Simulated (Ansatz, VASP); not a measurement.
## MnS: VASP beside Ansatz

INCAR

```
SYSTEM = MnS
  ALGO = Normal
  EDIFF = 1E-6
  ENCUT = 520
  GGA = PE
  ISIF = 2
  ISMEAR = 0
  ISPIN = 2
  LASPH = .True.
  LCHARG = .True.
  LELF = .True.
  LMAXMIX = 4
  LORBIT = 11
  LREAL = .False.
  LVHAR = .True.
  LWAVE = .False.
  MAGMOM = 4.5 4.5 0 0
  NBANDS = 31
  NELM = 150
  PREC = Accurate
  SIGMA = 0.1
```

KPOINTS

```
k-points
0
Gamma
  6 6 4
  0 0 0
```

POSCAR

```
MnS
1.0
    3.9760013000      0.0000000000      0.0000000000
   -1.9880006500      3.4433181300      0.0000000000
    0.0000000000      0.0000000000      6.4320000000
Mn S
2 2
Direct
    0.3333333300      0.6666666700      0.0000000000
    0.6666666700      0.3333333300      0.5000000000
    0.3333333300      0.6666666700      0.3850000000
    0.6666666700      0.3333333300      0.8850000000
```

Input for Ansatz:

```yaml
crystal:
  lattice:
    - [3.9760013, 0.0, 0.0]
    - [-1.98800065, 3.44331813, 0.0]
    - [0.0, 0.0, 6.432]
  atoms:
    - { symbol: Mn, position: [0.33333333, 0.66666667, 0.0], spin: 4.5 }
    - { symbol: Mn, position: [0.66666667, 0.33333333, 0.5], spin: 4.5 }
    - { symbol: S, position: [0.33333333, 0.66666667, 0.385] }
    - { symbol: S, position: [0.66666667, 0.33333333, 0.885] }
magnetization:
  spin_polarized: true
hamiltonian:
  xc: pbe
  pseudopotentials: { kind: paw }
basis:
  ecutwfc: 420
kpoints:
  mp_grid: { grid: [6, 6, 4] }
scf:
  occupations: { method: gaussian, width: 0.1 }
  lower_state_search: "off"
output:
  forces: true
  stress: true
```

Alike in both runs: task single point; functional PBE; k mesh 6 × 6 × 4; occupations gaussian, width 0.1 eV; collinear spin.

```csv
,VASP,Ansatz
version,VASP 6.6.1,Ansatz 0.2.0
potentials or method,"VASP PAW PBE potentials, release 64 (Mn_pv, S), cutoff 520 eV","PAW, plane waves, scalar-relativistic"
valence electrons in the cell,38,42
```

```tsv
	VASP	Ansatz	Ansatz less VASP
pressure (GPa)	1.3	1.3	-0.03
traceless stress, the component that is largest in VASP (GPa)	-1.22	-1.20	+0.016
rms of the force components (eV/Å)	0.107	0.107	-0.0001
net moment per atom (μB)	2.48	2.48	0.000
size of the moment on the site where the two differ most (μB)	4.35	4.17	-0.180
```

Site moments also hang on the region over which each program counts them. Atom by atom the forces differ by 0.000 eV/Å (rms over components). With one functional, cell and mesh, what is left measures potentials, basis and numerics. VASP's potentials hold 38 valence electrons a cell and Ansatz's 42, so a difference there can come from the potentials and not from the codes.
